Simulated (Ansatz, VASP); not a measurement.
## Sb in VASP and in Ansatz

```
CELL_PARAMETERS angstrom
-1.57758 1.58021 2.71183
1.56699 -1.54428 2.68478
1.60429 1.57099 -2.69094
ATOMIC_POSITIONS crystal
Sb 0.01775 0.00466 0.01701
```

Change from the starting cell: cell strained at random at fixed volume.

Alike in both runs: task single point; functional PBEsol; k mesh 12 × 12 × 12; occupations fermi-dirac, width 0.05 eV; no spin polarisation.

```csv
,VASP,Ansatz
version,VASP 6.6.1,Ansatz 0.2.0
potentials or method,"VASP PAW PBE potentials, release 64 (Sb), cutoff 520 eV","all-electron LAPW, scalar-relativistic"
```

Ansatz gave:

- gap on the k mesh at the Fermi level (eV): none
- pressure (GPa): -1.3
- traceless stress, the component that is largest in VASP (GPa): 0.57

Question: Which values does VASP return?

Answer: gap on the k mesh at the Fermi level (eV): none; pressure (GPa): -1.3; traceless stress, the component that is largest in VASP (GPa): 0.59.

VASP's potentials were made for PBE, not for PBEsol. A gap of «none» marks a metal or a gap that the smearing closes. Ansatz ran all-electron here, and VASP with PAW potentials.

Neither program's run includes spin-orbit coupling.
